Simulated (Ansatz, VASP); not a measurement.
## Cd2SO: VASP beside Ansatz

```
CELL_PARAMETERS angstrom
-3.06667 3.06667 4.21487
3.06667 -3.06667 4.21487
3.06667 3.06667 -4.21487
ATOMIC_POSITIONS crystal
Cd 0.77092 0.77092 0.00000
Cd 0.22908 0.22908 0.00000
S 0.50000 0.50000 0.00000
O 0.00000 0.00000 0.00000
```

Alike in both runs: functional PBE; k mesh 6 × 6 × 6; occupations gaussian, width 0.1 eV; no spin polarisation.

Ansatz relaxed the structure, and its values are those at the end. VASP's run is a single point on that final structure, the one shown.

|  | VASP | Ansatz |
| --- | --- | --- |
| version | VASP 6.6.1 | Ansatz 0.2.0 |
| potentials or method | VASP PAW PBE potentials, release 64 (Cd_sv_GW, S, O), cutoff 600 eV | scalar-relativistic, plane waves, PAW |
| valence electrons in the cell | 52 | 52 |

VASP gave:

| Quantity | Value |
| --- | --- |
| gap on the k mesh at the Fermi level (eV) | 0.32 |
| least direct gap on the mesh (eV) | 0.65 |
| pressure (GPa) | 0.0 |
| rms of the force components (eV/Å) | 0.017 |

**Question.** Estimate Ansatz's values.

**Answer.** gap on the k mesh at the Fermi level (eV): 0.32; least direct gap on the mesh (eV): 0.65; pressure (GPa): 0.2; rms of the force components (eV/Å): 0.002.
